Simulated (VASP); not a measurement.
**Sb: single point with LDA**

Crystal: Sb.

```
Sb
1.0
     0.00000    3.79455    3.79455
     3.79455    0.00000    3.79455
     3.79455    3.79455    0.00000
Sb
3
Direct
  0.25000 0.25000 0.25000
  0.75000 0.75000 0.75000
  0.50000 0.50000 0.50000
```

```json
{
  "Program": "VASP 6.6.1",
  "Task": "single point",
  "Functional": "LDA",
  "Potentials or basis": "VASP PAW LDA potentials, release 64 (Sb)",
  "Cutoff": "520 eV",
  "k mesh": "4 × 4 × 4",
  "Occupations": "fermi-dirac, width 0.1 eV",
  "Spin": "no spin polarisation"
}
```

```json
{
  "Pressure": "-6.4 GPa"
}
```

Levels at points of the mesh, in eV from the Fermi level:
| k point | band 4 | band 5 | band 6 | band 7 | band 8 | band 9 | band 10 | band 11 | band 12 | band 13 |
| --- | --- | --- | --- | --- | --- | --- | --- | --- | --- | --- |
| (0.00, 0.00, 0.00) | -1.94 | -1.94 | -1.94 | -1.90 | -1.90 | -1.90 | 1.76 | 1.76 | 1.76 | 4.47 |
| (0.50, 0.00, 0.00) | -2.98 | -2.98 | -2.00 | -1.16 | -1.16 | 0.81 | 2.51 | 2.51 | 2.81 | 5.76 |
| (0.50, 0.50, 0.00) | -4.07 | -4.07 | -1.91 | 0.75 | 1.37 | 1.37 | 2.17 | 2.84 | 2.84 | 4.83 |

Run time: 14 s on 1 thread of Intel Xeon 6975P-C, on a shared host, peak memory 0.19 GiB.

Caveat: spin-orbit coupling is left out, which moves the levels of the heavy elements.
